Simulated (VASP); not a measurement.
# HgTe (Fm-3m) in VASP: further runs, part 2 of 2

VASP 6.6.1. Earlier steps stand in the parts before.

### Step 5. Elastic constants, PBE

INCAR reads:

```
ALGO = Normal ; EDIFF = 1E-8
ENCUT = 600 ; GGA = PE
IBRION = 6 ; ISIF = 3
ISMEAR = -1 ; LASPH = T
LCHARG = F ; LREAL = F
LWAVE = F ; NBANDS = 16
NELM = 100 ; NFREE = 2
NSW = 1 ; POTIM = 0.015
PREC = Accurate ; SIGMA = 0.05
```

KPOINTS reads:

```
k-points
0
Gamma
  5 5 5
```

POSCAR reads:

```
HgTe
1.0
    0.0000000000      3.1800000000      3.1800000000
    3.1800000000      0.0000000000      3.1800000000
    3.1800000000      3.1800000000      0.0000000000
Hg Te
1 1
Direct
    0.0000000000      0.0000000000      0.0000000000
    0.5000000000      0.5000000000      0.5000000000
```

Potentials or basis: VASP PAW PBE potentials, release 64 (Hg, Te).

Run with:

```sh
$ cat potpaw_PBE.64/Hg/POTCAR potpaw_PBE.64/Te/POTCAR > POTCAR
$ mpirun -np 1 vasp_std > vasp.out
```

OUTCAR:

```text
EDIFF = 1E-8
   ENCUT = 600
   GGA = PE
   IBRION = 6
   ISIF = 3
   ISMEAR = -1
   LASPH = T
   LREAL = F
   NELM = 100
   NFREE = 2
   NSW = 1
   POTIM = 0.015
   PREC = Accurate

 ion  position               nearest neighbor table
   1  0.000  0.000  0.000-   2 3.18   2 3.18   2 3.18   2 3.18   2 3.18   2 3.18
   2  0.500  0.500  0.500-   1 3.18   1 3.18   1 3.18   1 3.18   1 3.18   1 3.18

  LATTYP: Found a face centered cubic cell.
 ALAT       =     6.3600000000

  Lattice vectors:

 A1 = (   0.0000000000,   3.1800000000,   3.1800000000)
 A2 = (   3.1800000000,   0.0000000000,   3.1800000000)
 A3 = (   3.1800000000,   3.1800000000,   0.0000000000)

Analysis of symmetry for initial positions (statically):
=====================================================================
 Subroutine PRICEL returns:
 Original cell was already a primitive cell.

 Routine SETGRP: Setting up the symmetry group for a
 face centered cubic supercell.

 Subroutine GETGRP returns: Found 48 space group operations
 (whereof 48 operations were pure point group operations)
 out of a pool of 48 trial point group operations.

The static configuration has the point symmetry O_h .

Analysis of symmetry for dynamics (positions and initial velocities):
=====================================================================
 Subroutine PRICEL returns:
 Original cell was already a primitive cell.

 Routine SETGRP: Setting up the symmetry group for a
 face centered cubic supercell.

 Subroutine GETGRP returns: Found 48 space group operations
 (whereof 48 operations were pure point group operations)
 out of a pool of 48 trial point group operations.

The dynamic configuration has the point symmetry O_h .

 Subroutine INISYM returns: Found 48 space group operations
 (whereof 48 operations are pure point group operations),
 and found     1 'primitive' translations

----------------------------------------------------------------------------------------

                                     Primitive cell

  volume of cell :      64.3149

  direct lattice vectors                    reciprocal lattice vectors
     0.000000000  3.180000000  3.180000000    -0.157232704  0.157232704  0.157232704
     3.180000000  0.000000000  3.180000000     0.157232704 -0.157232704  0.157232704
     3.180000000  3.180000000  0.000000000     0.157232704  0.157232704 -0.157232704

  length of vectors
     4.497199128  4.497199128  4.497199128     0.272335033  0.272335033  0.272335033

[... 115 lines left out ...]
------------------------ aborting loop because EDIFF is reached ----------------------------------------

  FORCE on cell =-STRESS in cart. coord.  units (eV):
  Direction    XX          YY          ZZ          XY          YZ          ZX
  --------------------------------------------------------------------------------------
  -------------------------------------------------------------------------------------
  Total       -1.4101587     -1.4101587     -1.4101587      0.0000000      0.0000000     -0.0000000
  in kB      -35.1291166    -35.1291166    -35.1291166      0.0000000      0.0000000     -0.0000000
  external PRESSURE =     -35.1291166 kB  Pullay stress =       0.0000000 kB
[... 89 lines left out ...]
  FREE ENERGIE OF THE ION-ELECTRON SYSTEM (eV)
  ---------------------------------------------------
  free  energy   TOTEN  =        -3.3123559109 eV

  energy  without entropy=       -3.3005045163  energy(sigma->0) =       -3.30643021

[... ionic steps 4 to 14 ...]

--------------------------------------- Ionic step       15  -------------------------------------------

 number of electron      17.9999999 magnetization

------------------------ aborting loop because EDIFF is reached ----------------------------------------
[... 67 lines left out ...]
--------------------------------------- Ionic step       17  -------------------------------------------

 number of electron      17.9999998 magnetization

 Free energy of the ion-electron system (eV)
  ---------------------------------------------------
  ext. energy  EPLUGINS =         0.00000000
  ---------------------------------------------------
  free energy    TOTEN  =        -3.29271800 eV

  energy without entropy =       -3.28041041  energy(sigma->0) =       -3.28656421

 E-fermi :   3.1651     XC(G=0):  -9.2779

 val. band max:        2.7675824106   @ k =   0.0000  -0.4000   0.2000
 cond. band min:       3.1687582632   @ k =   0.4000   0.0000   0.0000
 fundamental gap:      0.4011758526
 Fermi energy:         3.1651154686

 k-point     1 :       0.0000    0.0000    0.0000
  band No.  band energies     occupation
      1      -8.1631      2.00000
      2      -3.2025      2.00000
      3      -3.2022      2.00000
      4      -3.1529      2.00000
      5      -3.1529      2.00000
      6      -3.1528      2.00000
[... 360 lines left out ...]
  FREE ENERGIE OF THE ION-ELECTRON SYSTEM (eV)
  ---------------------------------------------------
  free  energy   TOTEN  =        -3.2927180041 eV

  energy  without entropy=       -3.2804104132  energy(sigma->0) =       -3.28656421

 INTERNAL STRAIN TENSORS FROM STRAINED CELLS
 ============================================

 INTERNAL STRAIN TENSOR FOR ION    1 for displacements in x,y,z  (eV/Angst):
          X           Y           Z          XY          YZ          ZX
  --------------------------------------------------------------------------------
  x     0.00000    -0.00000    -0.00000    -0.00000     0.00000     0.00000
  y     0.00000     0.00000    -0.00000    -0.00000    -0.00000     0.00000
  z    -0.00000     0.00000     0.00000    -0.00000    -0.00000    -0.00000

 INTERNAL STRAIN TENSORS FROM DISPLACED ATOMS
 ============================================

 INTERNAL STRAIN TENSOR FOR ION    1 for displacements in x,y,z  (eV/Angst):
          X           Y           Z          XY          YZ          ZX
  --------------------------------------------------------------------------------
  x     0.00000     0.00000     0.00000     0.00000     0.00000     0.00000
  y     0.00000     0.00000     0.00000     0.00000     0.00000     0.00000
  z     0.00000     0.00000     0.00000     0.00000     0.00000     0.00000

 INTERNAL STRAIN TENSOR FOR ION    2 for displacements in x,y,z  (eV/Angst):
          X           Y           Z          XY          YZ          ZX
  --------------------------------------------------------------------------------
  x     0.00000     0.00000     0.00000     0.00000     0.00000     0.00000
  y     0.00000     0.00000     0.00000     0.00000     0.00000     0.00000
  z     0.00000     0.00000     0.00000     0.00000     0.00000     0.00000

 Eigenvectors and eigenvalues of the dynamical matrix
 ----------------------------------------------------

   1 f  =    1.386618 THz     8.712378 2PiTHz   46.252601 cm-1     5.734589 meV
             X         Y         Z           dx          dy          dz
      0.000000  0.000000  0.000000    -0.000000    0.623744    0.000000
      3.180000  3.180000  3.180000     0.000000   -0.781629    0.000000
[... 21 lines left out ...]
   6 f/i=    0.000366 THz     0.002299 2PiTHz    0.012204 cm-1     0.001513 meV
             X         Y         Z           dx          dy          dz
      0.000000  0.000000  0.000000     0.228584    0.122288   -0.737386
      3.180000  3.180000  3.180000     0.182411    0.097587   -0.588438

--------------------------------------------------------------------------------------------------------

 ELASTIC MODULI CONTR FROM IONIC RELAXATION (kBar)
 Direction    XX          YY          ZZ          XY          YZ          ZX
 --------------------------------------------------------------------------------
 XX           0.0000      0.0000      0.0000      0.0000      0.0000      0.0000
 YY           0.0000      0.0000      0.0000      0.0000      0.0000      0.0000
 ZZ           0.0000      0.0000      0.0000      0.0000      0.0000      0.0000
 XY           0.0000      0.0000      0.0000      0.0000      0.0000      0.0000
 YZ           0.0000      0.0000      0.0000      0.0000      0.0000      0.0000
 ZX           0.0000      0.0000      0.0000      0.0000      0.0000      0.0000
 --------------------------------------------------------------------------------

 TOTAL ELASTIC MODULI (kBar)
 Direction    XX          YY          ZZ          XY          YZ          ZX
 --------------------------------------------------------------------------------
 XX         350.1775    270.1344    270.1344      0.0000      0.0000      0.0000
 YY         270.1344    350.1775    270.1344     -0.0000     -0.0000      0.0000
 ZZ         270.1344    270.1344    350.1775      0.0000     -0.0000      0.0000
 XY           0.0000     -0.0000      0.0000    112.3361      0.0000     -0.0000
 YZ           0.0000     -0.0000     -0.0000      0.0000    112.3361      0.0000
 ZX           0.0000      0.0000      0.0000     -0.0000      0.0000    112.3361
 --------------------------------------------------------------------------------
```

stdout:

```text
POSCAR found type information on POSCAR HgTe
 POSCAR found :  2 types and       2 ions
 scaLAPACK will be used
 LDA part: xc-table for (Slater+PW92), standard interpolation
 POSCAR, INCAR and KPOINTS ok, starting setup
 FFT: planning ... GRIDC
 FFT: planning ... GRID_SOFT
 FFT: planning ... GRID
 WAVECAR not read
 entering main loop
 Found     2 degrees of freedom:
 Adding 6 more for cell shape distortion
 Finite differences POTIM= 0.01500 DOF=   8
 bond charge predicted
 Finite differences progress:
 bond charge predicted
 Finite differences progress:
 bond charge predicted
 Finite differences progress:
 bond charge predicted
 Finite differences progress:
 bond charge predicted
 Finite differences progress:
 bond charge predicted
 Finite differences progress:
 bond charge predicted
 Finite differences progress:
 bond charge predicted
 Finite differences progress:
 bond charge predicted
 Finite differences progress:
 bond charge predicted
 Finite differences progress:
 bond charge predicted
 Finite differences progress:
 bond charge predicted
 Finite differences progress:
 bond charge predicted
 Finite differences progress:
 bond charge predicted
 Finite differences progress:
 bond charge predicted
 Finite differences progress:
 bond charge predicted
 Finite differences progress:
```

Run time: 2.8 min. Hardware: 1 thread of Intel Xeon 6975P-C (Granite Rapids), shared host; peak memory 0.26 GiB.

Results:

- Elastic constants C11, C12, C44: 35, 27, 11 GPa
- Voigt bulk modulus: 30 GPa
- Highest phonon frequency at Γ, LO-TO splitting left out: 46 cm⁻¹

Phonon frequencies in cm⁻¹ (negative: imaginary):
| q point | frequencies |
| --- | --- |
| (0.000, 0.000, 0.000) | 0 0 0 46 46 46 |

Elastic tensor in Voigt notation (GPa, in the Cartesian axes of the cell as first typed):
```
35 27 27  0  0  0
27 35 27  0  0  0
27 27 35  0  0  0
 0  0  0 11  0  0
 0  0  0  0 11  0
 0  0  0  0  0 11
```

Clamped-ion elastic tensor (GPa):
```
35 27 27  0  0  0
27 35 27  0  0  0
27 27 35  0  0  0
 0  0  0 11  0  0
 0  0  0  0 11  0
 0  0  0  0  0 11
```

Caveat: the cell is under stress, which shifts elastic constants; spin-orbit coupling is left out, which moves the levels of the heavy elements.
